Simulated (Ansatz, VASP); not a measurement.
# Ru: VASP beside Ansatz

INCAR

```
ALGO = Normal
EDIFF = 1E-6
ENCUT = 520
GGA = PE
ISIF = 2
ISMEAR = -1
LASPH = T
LCHARG = T
LELF = T
LREAL = F
LVHAR = T
LWAVE = F
NBANDS = 21
NELM = 80
PREC = Accurate
SIGMA = 0.04
```

KPOINTS

```
k-points
0
Gamma
  4 4 2
```

File POSCAR:

```
Ru
1.0
    2.7058000000      0.0000000000      0.0000000000
   -1.3529000000      2.3432915376      0.0000000000
    0.0000000000      0.0000000000      4.2819000000
Ru
2
Direct
    0.6666666667      0.3333333333      0.7500000000
    0.3333333333      0.6666666667      0.2500000000
```

The input input.yaml:

```yaml
crystal:
  lattice:
    - [2.7058, 0.0, 0.0]
    - [-1.3529, 2.3432915376, 0.0]
    - [0.0, 0.0, 4.2819]
  atoms:
    - { symbol: Ru, position: [0.6666666667, 0.3333333333, 0.75] }
    - { symbol: Ru, position: [0.3333333333, 0.6666666667, 0.25] }
kpoints:
  mp_grid: { grid: [4, 4, 2] }
scf:
  occupations: { method: fermi_dirac, width: 0.04 }
hamiltonian:
  xc: pbe
  pseudopotentials: { kind: all_electron, lapw: { basis_error: 0.002 } }
output:
  forces: true
  stress: true
  eigenvalues: true
```

Alike in both runs: task single point; functional PBE; k mesh 4 × 4 × 2; occupations fermi-dirac, width 0.04 eV; no spin polarisation.

|  | VASP | Ansatz |
| --- | --- | --- |
| version | VASP 6.6.1 | Ansatz 0.2.0 |
| potentials or method | VASP PAW PBE potentials, release 64 (Ru_pv), cutoff 520 eV | all-electron LAPW, scalar-relativistic |

```csv
,VASP,Ansatz,Ansatz less VASP
gap on the k mesh at the Fermi level (eV),none,none,-
pressure (GPa),0.7,0.8,+0.13
"traceless stress, the component that is largest in VASP (GPa)",-4.55,-4.56,-0.013
```

A gap of «none» marks a metal or a gap that the smearing closes. Ansatz ran all-electron here, and VASP with PAW potentials.

The k mesh is coarse, so the values compare programs but aren't converged.
